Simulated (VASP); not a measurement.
Runs of VASP 6.6.1 on CdSe. The structure is that of space group P6_3mc (No. 186), or close to it. The cells are those of the table. 

```csv
cell,gap on the mesh (eV),pressure (GPa),largest force (eV/Å)
"a = 4.158, b = 4.158, c = 6.787 Å, angles 90.0, 90.0, 120.0°, 4 atoms",(b),9.2,0.01
"a = 4.204, b = 4.204, c = 6.864 Å, angles 90.0, 90.0, 120.0°, 4 atoms",1.32,6.4,0.01
"a = 4.297, b = 4.297, c = 7.005 Å, angles 90.0, 90.0, 120.0°, 4 atoms",(a),2.0,-
"a = 4.252, b = 4.252, c = 6.932 Å, angles 90.0, 90.0, 120.0°, 4 atoms",1.24,4.0,0.01
"a = 4.341, b = 4.341, c = 7.076 Å, angles 90.0, 90.0, 120.0°, 4 atoms",1.09,0.2,-
```

Alike in all rows: task single point; level r2SCAN; potentials or basis VASP PAW PBE potentials, release 64 (Cd, Se); no spin polarisation; k mesh 6 × 6 × 4; cutoff (eV) 520; smearing gaussian 0.02 eV.

Problem. Fill in the values left out.

Solution. (a) 1.17; (b) 1.40.

Caveats: the PAW data sets were made with another functional, which shifts forces and pressure a little; the cell stands under pressure (at least some runs).

A k mesh can miss the band edges, and the runs leave out spin-orbit coupling on Cd, Se.
